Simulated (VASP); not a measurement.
The system is HfN.

```
CELL_PARAMETERS angstrom
2.82503 0.00000 0.00000
0.00000 2.82503 0.00000
0.00000 0.00000 2.82503
ATOMIC_POSITIONS crystal
Hf 0.50000 0.50000 0.50000
N 0.00000 0.00000 0.00000
```

| Item | Value |
| --- | --- |
| Program | VASP 6.6.1 |
| Task | relaxation of cell and atoms |
| Functional | r2SCAN |
| Potentials or basis | VASP PAW PBE potentials, release 64 (Hf_pv, N) |
| Cutoff | 600 eV |
| k mesh | 9 × 9 × 9 |
| Occupations | fermi-dirac, width 0.05 eV |
| Spin | no spin polarisation |

At the start: pressure -7.9 GPa; volume 11.27 Å³/atom.

How do energy, volume and symmetry change on relaxing?

Over 4 steps the energy falls by 9.0 meV/atom and the volume is 10.91 Å³/atom (-3.2 %); space group Pm-3m (No. 221, to 0.05 Å).

Step by step:
| step | energy change (eV) | largest force (eV/Å) | pressure (GPa) | volume (Å³) |
| --- | --- | --- | --- | --- |
| 1 | 0.0000 | 0.0000 | -7.87 | 22.55 |
| 2 | 0.0262 | 0.0000 | 14.09 | 20.79 |
| 3 | -0.0180 | 0.0000 | -0.19 | 21.84 |
| 4 | -0.0180 | 0.0000 | -0.03 | 21.83 |

Final structure:
```yaml
crystal:
  lattice:
    - [2.79468, 0.00000, 0.00000]
    - [0.00000, 2.79468, 0.00000]
    - [0.00000, 0.00000, 2.79468]
  atoms:
    - { symbol: Hf, position: [0.50000, 0.50000, 0.50000] }
    - { symbol: N, position: [0.00000, 0.00000, 0.00000] }
```

Caveat: the PAW data sets were made with another functional, which shifts forces and pressure a little.
